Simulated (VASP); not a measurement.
A run of VASP 6.6.1:

Contents of INCAR:

```
SYSTEM = Nd2As3W
  PREC = Accurate
  ENCUT = 500
  EDIFF = 1E-7
  ISMEAR = 0
  SIGMA = 0.1
  LREAL = .FALSE.
  LASPH = .TRUE.
  NELM = 200
  ALGO = Normal
  ISIF = 3
  LWAVE = .FALSE.
  LCHARG = .FALSE.
  GGA = PE
  IBRION = 2
  NSW = 90
  EDIFFG = -0.04
  GGA_COMPAT = .FALSE.
  NELMIN = 4
  LMAXMIX = 6
```

Contents of KPOINTS:

```
Automatic mesh
0
G
  6 6 4
  0 0 0
```

The input POSCAR:

```
Nd2As3W
1.0
    5.7184199447      0.0000000000      0.0000000000
   -2.8592099724      4.9522969416      0.0000000000
    0.0000000000      0.0000000000      5.1056332708
Nd As W
2 3 1
Direct
    0.6666666667      0.3333333333      0.0000000000
    0.3333333333      0.6666666667      0.0000000000
    0.0000000000      0.5000000000      0.5000000000
    0.5000000000      0.5000000000      0.5000000000
    0.5000000000      0.0000000000      0.5000000000
    0.0000000000      0.0000000000      0.0000000000
```

Potentials or basis: VASP PAW PBE potentials, release 64 (Nd_3, As, W_sv), 4f in core.

Run with:

```bash
$ cat potpaw_PBE.64/Nd_3/POTCAR potpaw_PBE.64/As/POTCAR potpaw_PBE.64/W_sv/POTCAR > POTCAR
$ mpirun -np 1 vasp_std > vasp.out
```

Hardware: 1 thread of Intel(R) Xeon(R) 6975P-C (Granite Rapids), on a shared host.

How long does it take, and how much memory?

Run time: 77 s on 1 thread of Intel(R) Xeon(R) 6975P-C (Granite Rapids) (shared host), peak memory 0.32 GiB. Counts: scf iterations 26, k points 21, ion steps 2.
